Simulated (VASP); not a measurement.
Set up this calculation in VASP 6.6.1, as the native input.

| Property | Result |
| --- | --- |
| Task | single point |
| Functional | PBE |
| Potentials or basis | VASP PAW PBE potentials, release 64 (Ca_sv) |
| Cutoff | 520 eV |
| k mesh | 11 × 11 × 11 |
| Occupations | fermi-dirac, width 0.0612256 eV |
| Spin | no spin polarisation |
| Dipole correction | no |
| Further INCAR settings | ALGO = Normal; EDIFF = 1e-06; NBANDS = 11 |

The structure of Ca lies in POSCAR:

```
Ca
1.0
    3.5687848103      0.0000000000      0.0000000000
    0.0000000000      3.5687848103      0.0000000000
    0.0000000000      0.0000000000      3.5687848103
Ca
1
Direct
    0.0000000000      0.0000000000      0.0000000000
```

This isn't the form of Ca at room conditions, which is fcc.

The input as run:

INCAR

```
ALGO = Normal ; EDIFF = 1E-6
ENCUT = 520 ; GGA = PE
ISIF = 2 ; ISMEAR = -1
LASPH = T ; LCHARG = F
LREAL = F ; LWAVE = F
NBANDS = 11 ; NELM = 100
PREC = Accurate ; SIGMA = 0.06122561905347299
```

KPOINTS

```
k-points
0
Gamma
  11 11 11
```

Potentials or basis: VASP PAW PBE potentials, release 64 (Ca_sv).

Run with:

```sh
$ cat potpaw_PBE.64/Ca_sv/POTCAR > POTCAR
$ mpirun -np 1 vasp_std > vasp.out
```

It gave:

```yaml
Pressure: -0.4 GPa
Band_gap_on_the_k_mesh: zero (bands 5 and 6 overlap by 0.95 eV)
```

Run time: 23 s on 1 thread of Intel(R) Xeon(R) Platinum 8259CL CPU @ 2.50GHz (Skylake/Cascade Lake), with other jobs on the host, peak memory 0.17 GiB.
